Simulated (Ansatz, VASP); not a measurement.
## Sn3Te: VASP and Ansatz over several settings

```xyz
4
Lattice="4.7663 0.0000 0.0000 0.0000 4.7663 0.0000 0.0000 0.0000 4.7663" Properties=species:S:1:pos:R:3 pbc="T T T"
Te    0.0000    0.0000    0.0000
Sn    0.0000    2.3831    2.3831
Sn    2.3831    0.0000    2.3831
Sn    2.3831    2.3831    0.0000
```

Single points on this cell with VASP 6.6.1 and Ansatz 0.2.0. Each row is one pair of runs. Alike in all rows: spin: off; k mesh: 6 × 6 × 6; smearing: fermi-dirac, width 0.05 eV.

```csv
level,"VASP's potentials, cutoff","Ansatz's potentials, cutoff","gap on the k mesh at the Fermi level (eV), VASP","gap on the k mesh at the Fermi level (eV), Ansatz","pressure (GPa), VASP","pressure (GPa), Ansatz"
LDA,"VASP PAW LDA potentials, release 64 (Te, Sn_d), 520 eV","Ansatz PAW, 420 eV",none,none,-0.7,-0.7
PBE,"VASP PAW PBE potentials, release 64 (Te, Sn_d), 520 eV","Ansatz PAW, 420 eV",none,none,3.4,3.5
r2SCAN,"VASP PAW PBE potentials, release 64 (Te, Sn_d), 520 eV","Ansatz PAW, 500 eV",none,none,2.8,2.7
```

Pressure (GPa): the two programs differ by at most 0.05.

VASP's potentials hold 48 valence electrons a cell and Ansatz's 58, so a difference there can come from the potentials and not from the codes.

A gap of «none» marks a metal or a gap that the smearing closes.

Spin-orbit coupling is off throughout.
